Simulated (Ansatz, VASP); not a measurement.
# Two plane-wave programs on Ir2Rh

```
CELL_PARAMETERS angstrom
2.70294 0.00000 0.00000
-1.35147 2.34082 0.00000
0.00000 0.00000 13.27492
ATOMIC_POSITIONS crystal
Ir 0.33333 0.66667 0.83333
Ir 0.33333 0.66667 0.16667
Ir 0.33333 0.66667 0.50000
Ir 0.66667 0.33333 0.00000
Rh 0.66667 0.33333 0.33333
Rh 0.66667 0.33333 0.66667
```

Alike in both runs: task single point; functional PBE; k mesh 6 × 6 × 2; occupations gaussian, width 0.1 eV; no spin polarisation.

```csv
,VASP,Ansatz
version,VASP 6.6.1,Ansatz 0.2.0
potentials or method,"VASP PAW PBE potentials, release 64 (Ir, Rh_pv), cutoff 520 eV","scalar-relativistic, plane waves, PAW"
valence electrons in the cell,66,102
```

Ansatz gave:

| Item | Value |
| --- | --- |
| gap on the k mesh at the Fermi level (eV) | none |
| pressure (GPa) | 10.2 |
| traceless stress, the component that is largest in VASP (GPa) | -8.40 |
| rms of the force components (eV/Å) | 0.033 |

Question: Estimate VASP's values.

Answer: gap on the k mesh at the Fermi level (eV): none; pressure (GPa): 10.6; traceless stress, the component that is largest in VASP (GPa): -8.33; rms of the force components (eV/Å): 0.027.

Atom by atom the forces differ by 0.011 eV/Å (rms over components). A gap of «none» marks a metal or a gap that the smearing closes. VASP's potentials hold 66 valence electrons a cell and Ansatz's 102, so a difference there can come from the potentials and not from the codes.

The k mesh is coarse, so the values compare programs but aren't converged. Spin-orbit coupling is off throughout.
